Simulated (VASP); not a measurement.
# MnSi (rocksalt type) (Fm-3m) in VASP: notebook

MnSi (rocksalt type) is run at these levels: PBE; tasks: single point.

Program: VASP 6.6.1. These are calculated values, not measurements. Logs are shortened: lines on timing, memory, paths and dates and some standing lists are left out, and cuts for length are marked.

## 1. The cell of the first run

It takes space group Fm-3m (No. 225, cubic). Conventional cell: a = 4.877 Å, b = 4.877 Å, c = 4.877 Å, α = 90.00°, β = 90.00°, γ = 90.00°. Mn (site symmetry m-3m) has 6 Si at 2.44 Å within 3.2 Å. Within 3.2 Å of Si (site symmetry m-3m) lie 6 Mn at 2.44 Å.

## 2. Single point, PBE, collinear spin, ferromagnetic start (volume scaled by 1.02)

The input, INCAR:

```
PREC     = Accurate       # precision mode
ENCUT    = 520            # plane-wave cutoff, eV
EDIFF    = 1E-6           # SCF threshold, eV
ISMEAR   = -1             # smearing method
SIGMA    = 0.05           # smearing width, eV
LREAL    = F              # projectors in reciprocal space
LASPH    = T              # aspherical terms in the spheres
NELM     = 150            # most SCF steps
ALGO     = Normal         # electronic algorithm
ISIF     = 2              # what is computed and relaxed
LWAVE    = F              # write WAVECAR
LCHARG   = T              # write CHGCAR
ISPIN    = 2              # spin polarisation
MAGMOM   = 4 0            # initial moments
LORBIT   = 11             # projections on sites
LMAXMIX  = 4              # l up to which the mixer works
GGA      = PE             # functional
LELF     = T              # ELF
LVHAR    = T            
NBANDS   = 20             # bands
```

The input, KPOINTS:

```
Automatic mesh
0
Gamma
  15 15 15
```

The input, POSCAR:

```
MnSi
1.0
    0.0000000000      2.4385388430      2.4385388430
    2.4385388430      0.0000000000      2.4385388430
    2.4385388430      2.4385388430      0.0000000000
Mn Si
1 1
Direct
    0.0000000000      0.0000000000      0.0000000000
    0.5000000000      0.5000000000      0.5000000000
```

Potentials or basis: VASP PAW PBE potentials, release 64 (Mn_pv, Si).

Run with:

```
> cat potpaw_PBE.64/Mn_pv/POTCAR potpaw_PBE.64/Si/POTCAR > POTCAR
> mpirun -np 1 vasp_std > vasp.out
```

OUTCAR:

```text
PREC = Accurate
   ENCUT = 520
   EDIFF = 1E-6
   ISMEAR = -1
   LREAL = F
   LASPH = T
   NELM = 150
   ISIF = 2
   ISPIN = 2
   LORBIT = 11
   GGA = PE

 ion  position               nearest neighbor table
   1  0.000  0.000  0.000-   2 2.44   2 2.44   2 2.44   2 2.44   2 2.44   2 2.44
   2  0.500  0.500  0.500-   1 2.44   1 2.44   1 2.44   1 2.44   1 2.44   1 2.44

  LATTYP: Found a face centered cubic cell.
 ALAT       =     4.8770776860

  Lattice vectors:

 A1 = (   0.0000000000,   2.4385388430,   2.4385388430)
 A2 = (   2.4385388430,   0.0000000000,   2.4385388430)
 A3 = (   2.4385388430,   2.4385388430,   0.0000000000)

Analysis of symmetry for initial positions (statically):
=====================================================================
 Subroutine PRICEL returns:
 Original cell was already a primitive cell.

 Routine SETGRP: Setting up the symmetry group for a
 face centered cubic supercell.

 Subroutine GETGRP returns: Found 48 space group operations
 (whereof 48 operations were pure point group operations)
 out of a pool of 48 trial point group operations.

The static configuration has the point symmetry O_h .

Analysis of symmetry for dynamics (positions and initial velocities):
=====================================================================
 Subroutine PRICEL returns:
 Original cell was already a primitive cell.

 Routine SETGRP: Setting up the symmetry group for a
 face centered cubic supercell.

 Subroutine GETGRP returns: Found 48 space group operations
 (whereof 48 operations were pure point group operations)
 out of a pool of 48 trial point group operations.

The dynamic configuration has the point symmetry O_h .

Analysis of structural, dynamic, and magnetic symmetry:
=====================================================================
 Subroutine PRICEL returns:
 Original cell was already a primitive cell.

 Routine SETGRP: Setting up the symmetry group for a
 face centered cubic supercell.

 Subroutine GETGRP returns: Found 48 space group operations
 (whereof 48 operations were pure point group operations)
 out of a pool of 48 trial point group operations.

The overall configuration has the point symmetry O_h .

 Subroutine INISYM returns: Found 48 space group operations
 (whereof 48 operations are pure point group operations),
 and found     1 'primitive' translations

----------------------------------------------------------------------------------------

                                     Primitive cell

  volume of cell :      29.0014

  direct lattice vectors                    reciprocal lattice vectors
     0.000000000  2.438538843  2.438538843    -0.205040818  0.205040818  0.205040818
     2.438538843  0.000000000  2.438538843     0.205040818 -0.205040818  0.205040818
     2.438538843  2.438538843  0.000000000     0.205040818  0.205040818 -0.205040818

  length of vectors
     3.448614704  3.448614704  3.448614704     0.355141115  0.355141115  0.355141115

  position of ions in fractional coordinates (direct lattice)
     0.000000000  0.000000000  0.000000000
     0.500000000  0.500000000  0.500000000

  ion indices of the primitive-cell ions
   primitive index   ion index
                 1           1
                 2           2

----------------------------------------------------------------------------------------

 KPOINTS: Automatic mesh

Automatic generation of k-mesh.
 Grid dimensions read from file:
 generate k-points for:   15   15   15

 Generating k-lattice:

  Cartesian coordinates                     Fractional coordinates (reciprocal lattice)
    -0.013669388  0.013669388  0.013669388     0.066666667  0.000000000  0.000000000
     0.013669388 -0.013669388  0.013669388     0.000000000  0.066666667  0.000000000
     0.013669388  0.013669388 -0.013669388     0.000000000  0.000000000  0.066666667

  Length of vectors
     0.023676074  0.023676074  0.023676074

  Shift w.r.t. Gamma in fractional coordinates (k-lattice)
     0.000000000  0.000000000  0.000000000

 Subroutine IBZKPT returns following result:
 ===========================================

 Found    120 irreducible k-points:

 Following reciprocal coordinates:
            Coordinates               Weight
  0.000000  0.000000  0.000000      1.000000
  0.066667  0.000000  0.000000      8.000000
  0.133333  0.000000  0.000000      8.000000
  0.200000  0.000000  0.000000      8.000000
  0.266667  0.000000  0.000000      8.000000
  0.333333  0.000000  0.000000      8.000000
[... 16 lines left out ...]
  0.133333  0.133333  0.000000      6.000000
  0.200000  0.133333  0.000000     24.000000
 [... further k-points ...]
   k-points           NKPTS =    120   k-points in BZ     NKDIM =    120   number of bands    NBANDS=     20
   number of dos      NEDOS =    301   number of ions     NIONS =      2
   total plane-waves  NPLWV =  21952
   dimension x,y,z NGX =    28 NGY =   28 NGZ =   28
   dimension x,y,z NGXF=    56 NGYF=   56 NGZF=   56
   ions per type =               1   1
   NGX,Y,Z   is equivalent  to a cutoff of  13.50, 13.50, 13.50 a.u.
   NGXF,Y,Z  is equivalent  to a cutoff of  27.00, 27.00, 27.00 a.u.
 SYSTEM =  unknown system
   PREC   = accura    normal or accurate (medium, high low for compatibility)
   ISTART =      0    job   : 0-new  1-cont  2-samecut
   ICHARG =      2    charge: 1-file 2-atom 10-const
   ISPIN  =      2    spin polarized calculation?
   LNONCOLLINEAR =      F non collinear calculations
   LSORBIT =      F    spin-orbit coupling
   LASPH  =      T    aspherical Exc in radial PAW
   ENCUT  =  520.0 eV  38.22 Ry    6.18 a.u.   6.41  6.41  6.41*2*pi/ulx,y,z
   NELM   =    150;   NELMIN=  2; NELMDL= -5     # of ELM steps
   EDIFF  = 0.1E-05   stopping-criterion for ELM
   LREAL  =      F    real-space projection
   EDIFFG = 0.1E-04   stopping-criterion for IOM
   NSW    =      0    number of steps for IOM
   IBRION =     -1    ionic relax: 0-MD 1-quasi-New 2-CG
   NFREE  =      0    steps in history (QN), initial steepest desc. (CG)
   ISIF   =      2    stress and relaxation
   ISYM   =      2    0-nonsym 1-usesym 2-fastsym
   POTIM  = 0.5000    time-step for ionic-motion
   TEBEG  =    0.0;   TEEND  =   0.0 temperature during run
   PSTRESS=    0.0 pullay stress
   NELECT =      17.0000    total number of electrons
   NUPDOWN=      -1.0000    fix difference up-down
   EMIN   =  10.00;   EMAX   =-10.00  energy-range for DOS
   EFERMI =   0.00;   METHOD = LEGACY
   ISMEAR =    -1;   SIGMA  =   0.05  broadening in eV -4-tet -1-fermi 0-gaus
   EFERMI_NEDOS =   21; number of points for ismear=-14 and -15
   IALGO  =     38    algorithm
   IMIX   =      4    mixing-type and parameters
     AMIX     =   0.40;   BMIX     =  1.00
     AMIX_MAG =   1.60;   BMIX_MAG =  1.00
  volume/ion in A,a.u.               =      14.50        97.86
  Fermi-wavevector in a.u.,A,eV,Ry     =   1.370097  2.589109 25.540408  1.877167
  Thomas-Fermi vector in A             =   2.495914
   LORBIT       =     11    0 simple, 1 ext, 2 COOP (PROOUT), +10 PAW based schemes
   GGA     = PE    functional components
   LHFCALC =     F    Hartree Fock is set to
   AEXX    =    0.0000 exact exchange contribution
   IVDW    =     0    specifies the selected vdW correction
   LEPSILON=     F    determine dielectric tensor
   LRPA    =     F    only Hartree local field effects (RPA)
 spin polarized calculation
  energy-cutoff  :      520.00
  volume of cell :       29.00
 maximum number of plane-waves:       801
 NGX is ok and might be reduce to    28
   NGX = 13   NGY = 13   NGZ = 13

 number of electron      17.0000005 magnetization       2.5451271

 Free energy of the ion-electron system (eV)
  ---------------------------------------------------
  ext. energy  EPLUGINS =         0.00000000
  ---------------------------------------------------
  free energy    TOTEN  =       -14.15360996 eV

  energy without entropy =      -14.14175493  energy(sigma->0) =      -14.14768244

 E-fermi :   8.5637     XC(G=0): -11.5946

 val. band max:        8.5611828125   @ k =  -0.2667   0.1333   0.0000
 cond. band min:       8.5691546708   @ k =  -0.2667   0.2000   0.0000
 fundamental gap:      0.0079718583
 Fermi energy:         8.5637330002

 spin component 1

 k-point     1 :       0.0000    0.0000    0.0000
  band No.  band energies     occupation
      1     -40.7929      1.00000
      2     -40.7928      1.00000
      3     -40.7928      1.00000
      4      -2.9004      1.00000
      5       5.8844      1.00000
      6       5.8844      1.00000
[... 12 lines left out ...]
     19      22.8561      0.00000
     20      23.6840      0.00000

 k-point     2 :       0.0667    0.0000    0.0000
  band No.  band energies     occupation
      1     -40.7939      1.00000
      2     -40.7930      1.00000
      3     -40.7930      1.00000
      4      -2.8174      1.00000
      5       5.8331      1.00000
      6       5.8996      1.00000
[... 498 lines left out ...]
 k-point    24 :       0.2000    0.1333    0.0000
  band No.  band energies     occupation
      1     -40.7992      1.00000
      2     -40.7951      1.00000
      3     -40.7949      1.00000
      4      -2.1703      1.00000
      5       5.5472      1.00000
      6       5.6229      1.00000
[... 12 lines left out ...]
     19      23.1656      0.00000
     20      25.3707      0.00000

 [... further k-points ...]

 spin component 2

 k-point     1 :       0.0000    0.0000    0.0000
  band No.  band energies     occupation
      1     -38.0165      1.00000
      2     -38.0165      1.00000
      3     -38.0165      1.00000
      4      -2.8577      1.00000
      5       8.0413      0.99997
      6       8.0413      0.99997
[... 12 lines left out ...]
     19      23.2366      0.00000
     20      24.5668      0.00000

 k-point     2 :       0.0667    0.0000    0.0000
  band No.  band energies     occupation
      1     -38.0177      1.00000
      2     -38.0167      1.00000
      3     -38.0167      1.00000
      4      -2.7756      1.00000
      5       7.9523      1.00000
      6       7.9523      1.00000
[... 498 lines left out ...]
 k-point    24 :       0.2000    0.1333    0.0000
  band No.  band energies     occupation
      1     -38.0241      1.00000
      2     -38.0192      1.00000
      3     -38.0189      1.00000
      4      -2.1347      1.00000
      5       6.8260      1.00000
      6       7.6119      1.00000
[... 12 lines left out ...]
     19      23.2243      0.00000
     20      26.1846      0.00000

 [... further k-points ...]
[... 5 lines left out ...]
  --------------------------------------------------------------------------------------
  -------------------------------------------------------------------------------------
  Total       -0.3161321     -0.3161321     -0.3161321      0.0000000      0.0000000      0.0000000
  in kB      -17.4646631    -17.4646631    -17.4646631      0.0000000      0.0000000      0.0000000
  external PRESSURE =     -17.4646631 kB  Pullay stress =       0.0000000 kB

 VOLUME and BASIS-vectors are now :
 -----------------------------------------------------------------------------
  energy-cutoff  :      520.00
  volume of cell :       29.00
      direct lattice vectors                 reciprocal lattice vectors
     0.000000000  2.438538843  2.438538843    -0.205040818  0.205040818  0.205040818
     2.438538843  0.000000000  2.438538843     0.205040818 -0.205040818  0.205040818
     2.438538843  2.438538843  0.000000000     0.205040818  0.205040818 -0.205040818

 POSITION                                       TOTAL-FORCE (eV/Angst)
 -----------------------------------------------------------------------------------
      0.00000      0.00000      0.00000         0.000000      0.000000     -0.000000
      2.43854      2.43854      2.43854         0.000000      0.000000      0.000000
 -----------------------------------------------------------------------------------
    total drift:                               -0.000000     -0.000000      0.000000

  FREE ENERGIE OF THE ION-ELECTRON SYSTEM (eV)
  ---------------------------------------------------
  free  energy   TOTEN  =       -14.1536099600 eV

  energy  without entropy=      -14.1417549267  energy(sigma->0) =      -14.14768244

 total charge

# of ion       s       p       d       tot
------------------------------------------
    1        0.319   6.247   5.188  11.754
    2        0.788   0.889   0.000   1.676
--------------------------------------------------
tot          1.107   7.136   5.188  13.431

 magnetization (x)

# of ion       s       p       d       tot
------------------------------------------
    1        0.058   0.008   2.582   2.649
    2       -0.021  -0.094   0.000  -0.115
--------------------------------------------------
tot          0.037  -0.085   2.582   2.534
```

Wall time 97 s (1 thread of Intel Xeon Platinum 8488C (Sapphire Rapids), shared host); peak memory 0.24 GiB.

What came out:

```
Free energy                                           : -14.1536 eV
Pressure                                              : -1.7 GPa
Net moment                                            : 2.55 μB per cell
Site moments                                          : Mn +2.65; Si -0.12 μB
Valence electrons inside the program's atomic spheres : Mn 11.75; Si 1.68
```

## 3. Single point, PBE, collinear spin, ferromagnetic start (volume scaled by 1.04)

The input, INCAR:

```
ALGO = Normal ; EDIFF = 1E-7
ENCUT = 520 ; GGA = PE
ISIF = 2 ; ISMEAR = -1
ISPIN = 2 ; LASPH = T
LCHARG = T ; LELF = T
LMAXMIX = 4 ; LORBIT = 11
LREAL = F ; LVHAR = T
LWAVE = F ; MAGMOM = 4 0
NBANDS = 20 ; NELM = 150
PREC = Accurate ; SIGMA = 0.05
```

The input, KPOINTS:

```
k-points
0
Gamma
  15 15 15
```

The input, POSCAR:

```
MnSi
1.0
    0.0000000000      2.4543739545      2.4543739545
    2.4543739545      0.0000000000      2.4543739545
    2.4543739545      2.4543739545      0.0000000000
Mn Si
1 1
Direct
    0.0000000000      0.0000000000      0.0000000000
    0.5000000000      0.5000000000      0.5000000000
```

Potentials or basis: VASP PAW PBE potentials, release 64 (Mn_pv, Si).

Run with:

```
> cat potpaw_PBE.64/Mn_pv/POTCAR potpaw_PBE.64/Si/POTCAR > POTCAR
> mpirun -np 1 vasp_std > vasp.out
```

It took 97 s on 1 thread of Intel Xeon Platinum 8488C (Sapphire Rapids), shared host; peak memory 0.24 GiB.

Results (log left out):

| Quantity | Value |
| --- | --- |
| Free energy | -14.1450 eV |
| Pressure | -3.2 GPa |
| Net moment | 2.63 μB per cell |
| Site moments | Mn +2.73; Si -0.12 μB |
| Valence electrons inside the program's atomic spheres | Mn 11.72; Si 1.67 |

Levels at points of the mesh, in eV from the Fermi level:
Spin up:
| k point | band 8 | band 9 | band 10 | band 11 | band 12 | band 13 |
| --- | --- | --- | --- | --- | --- | --- |
| (0.00, 0.00, 0.00) | -2.22 | -2.22 | 3.52 | 3.52 | 3.52 | 9.94 |
Spin down:
```csv
k point,band 3,band 4,band 5,band 6,band 7,band 8,band 9,band 10,band 11,band 12
"(0.00, 0.00, 0.00)",-46.54,-11.29,-0.46,-0.46,-0.22,-0.22,-0.22,3.39,3.39,3.39
```
